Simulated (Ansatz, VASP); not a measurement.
# Sr: VASP beside Ansatz

Contents of INCAR:

```
PREC = Accurate
ENCUT = 520
EDIFF = 1E-7
ISMEAR = -1
SIGMA = 0.1
LREAL = F
LASPH = T
NELM = 100
ALGO = Normal
ISIF = 2
LWAVE = F
LCHARG = F
GGA = B5
ALDAX = 1.0
AGGAX = 1.0
AGGAC = 1.0
ALDAC = 0.0
NBANDS = 28
```

Contents of KPOINTS:

```
regular mesh
0
Gamma
  10 10 3
```

POSCAR

```
Sr
1.0
    4.4165598099      0.0000000000      0.0000000000
   -2.2082799049      3.8248529927      0.0000000000
    0.0000000000      0.0000000000     14.4257465681
Sr
4
Direct
    1.0000000000      1.0000000000      1.0000000000
    1.0000000000      0.0000000000      0.5000000000
    0.3333333333      0.6666666667      0.2500000000
    0.6666666667      0.3333333333      0.7500000000
```

Input for Ansatz:

```yaml
crystal:
  lattice:
    - [4.4165598099, 0.0, 0.0]
    - [-2.2082799049, 3.8248529927, 0.0]
    - [0.0, 0.0, 14.4257465681]
  atoms:
    - { symbol: Sr, position: [1.0, 1.0, 1.0] }
    - { symbol: Sr, position: [1.0, 0.0, 0.5] }
    - { symbol: Sr, position: [0.3333333333, 0.6666666667, 0.25] }
    - { symbol: Sr, position: [0.6666666667, 0.3333333333, 0.75] }
hamiltonian:
  xc: blyp
  pseudopotentials:
    kind: paw
    azcp:
      Sr: "pseudopotentials/Sr.paw.azcp"
basis:
  ecutwfc: 420
  fft_grid_basis: typed
kpoints:
  mp_grid: { grid: [10, 10, 3], shift: [0, 0, 0] }
magnetization:
  spin_polarized: false
scf:
  occupations: { method: fermi_dirac, width: 0.1 }
  lower_state_search: "off"
output:
  stress: true
```

Alike in both runs: task single point; functional BLYP; k mesh 10 × 10 × 3; occupations fermi-dirac, width 0.1 eV; no spin polarisation.

|  | VASP | Ansatz |
| --- | --- | --- |
| version | VASP 6.6.1 | Ansatz 0.2.0 |
| potentials or method | VASP PAW PBE potentials, release 64 (Sr_sv), cutoff 520 eV | plane waves (420 eV) with PAW, scalar-relativistic |
| valence electrons in the cell | 40 | 40 |

|  | VASP | Ansatz | Ansatz less VASP |
| --- | --- | --- | --- |
| pressure (GPa) | -0.7 | -0.7 | 0.00 |

VASP's potentials were made for PBE, not for BLYP.
